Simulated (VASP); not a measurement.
Runs of VASP 6.6.1 on Al. The structure is that of space group P6_3/mmc (No. 194), or close to it. The cells are those of the table. 

| task | cell | cutoff (eV) | gap on the mesh (eV) | pressure (GPa) |
| --- | --- | --- | --- | --- |
| single point | a = 2.770, b = 2.770, c = 9.155 Å, angles 90.0, 90.0, 120.0°, 4 atoms | 520 | none | 6.1 |
| relaxation of cell and atoms | relaxed from a = 2.827, b = 2.827, c = 9.186 Å, angles 90.0, 90.0, 120.0°, 4 atoms | 600 | none | 0.0 |
| relaxation of cell and atoms | relaxed to 4 GPa from a = 2.827, b = 2.827, c = 9.186 Å, angles 90.0, 90.0, 120.0°, 4 atoms | 600 | none | 4.0 |
| relaxation of cell and atoms | relaxed to 6 GPa from a = 2.827, b = 2.827, c = 9.186 Å, angles 90.0, 90.0, 120.0°, 4 atoms | 600 | none | 5.9 |
| single point | a = 2.825, b = 2.825, c = 9.388 Å, angles 90.0, 90.0, 120.0°, 4 atoms | 520 | none | 0.1 |
| single point | a = 2.786, b = 2.786, c = 9.229 Å, angles 90.0, 90.0, 120.0°, 4 atoms | 520 | none | (b) |
| single point | a = 2.804, b = 2.804, c = 9.309 Å, angles 90.0, 90.0, 120.0°, 4 atoms | 520 | none | (a) |
| relaxation of cell and atoms | relaxed to 2 GPa from a = 2.827, b = 2.827, c = 9.186 Å, angles 90.0, 90.0, 120.0°, 4 atoms | 600 | none | 2.0 |
| single point | a = 2.755, b = 2.755, c = 9.089 Å, angles 90.0, 90.0, 120.0°, 4 atoms | 520 | none | 8.0 |
| relaxation of cell and atoms | relaxed to 8 GPa from a = 2.827, b = 2.827, c = 9.186 Å, angles 90.0, 90.0, 120.0°, 4 atoms | 600 | none | 8.1 |

Alike in all rows: level PBEsol; potentials or basis VASP PAW PBE potentials, release 64 (Al); no spin polarisation; k mesh 9 × 9 × 3; smearing methfessel-paxton 0.1 eV.

Q: Fill in the values left out.

A: (a) 2.1; (b) 4.1.

Caveats: the PAW data sets were made with another functional, which shifts forces and pressure a little; the cell is relaxed towards a set pressure, so the enthalpy falls and the energy may rise (some runs).

A gap of «none» marks levels without a gap at the run's occupations.
